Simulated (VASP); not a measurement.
Here is a VASP 6.6.1 calculation.

Contents of POSCAR:

```
Al
1.0
   -1.5514382228      1.5514382228      1.6707796245
    1.5514382228     -1.5514382228      1.6707796245
    1.5514382228      1.5514382228     -1.6707796245
Al
1
Direct
    0.0000000000      0.0000000000      0.0000000000
```

INCAR.step1

```
PREC     = Accurate       # precision mode
ENCUT    = 520            # plane-wave cutoff, eV
ISMEAR   = 0              # smearing method
SIGMA    = 0.15           # smearing width, eV
LREAL    = False          # projectors in reciprocal space
LASPH    = True           # aspherical terms in the spheres
NELM     = 80             # most SCF steps
NBANDS   = 8              # bands
GGA      = PE             # functional
ALGO     = Normal         # electronic algorithm
EDIFF    = 1E-4           # SCF threshold, eV
LWAVE    = True           # write WAVECAR
LCHARG   = False          # write CHGCAR
```

File INCAR.step2:

```
PREC     = Accurate       # precision mode
ENCUT    = 520            # plane-wave cutoff, eV
EDIFF    = 1E-6           # SCF threshold, eV
ISMEAR   = 0              # smearing method
SIGMA    = 0.15           # smearing width, eV
LREAL    = False          # projectors in reciprocal space
LASPH    = True           # aspherical terms in the spheres
NELM     = 80             # most SCF steps
ALGO     = Normal         # electronic algorithm
ISIF     = 2              # what is computed and relaxed
LWAVE    = False          # write WAVECAR
LCHARG   = False          # write CHGCAR
METAGGA  = R2SCAN         # meta-GGA
LMIXTAU  = True         
NBANDS   = 8              # bands
ISTART   = 1
```

The input KPOINTS:

```
regular mesh
0
Gamma
  20 20 20
```

Potentials or basis: VASP PAW PBE potentials, release 64 (Al).

Run with:

```bash
$ cat potpaw_PBE.64/Al/POTCAR > POTCAR
$ cp INCAR.step1 INCAR
$ mpirun -np 1 vasp_std > vasp.out
$ cp INCAR.step2 INCAR
$ mpirun -np 1 vasp_std > vasp.out
```

**Question.** Predict the pressure.

**Answer.** 0.2 GPa.

Stress tensor (GPa, compression positive):
```
-1.08  0.00  0.00
 0.00 -1.08  0.00
 0.00  0.00  2.82
```

Caveat: the cell differs from its parent crystal (strain -0.025 along x and y, +0.050 along z); the PAW data sets were made with another functional, which shifts forces and pressure a little.
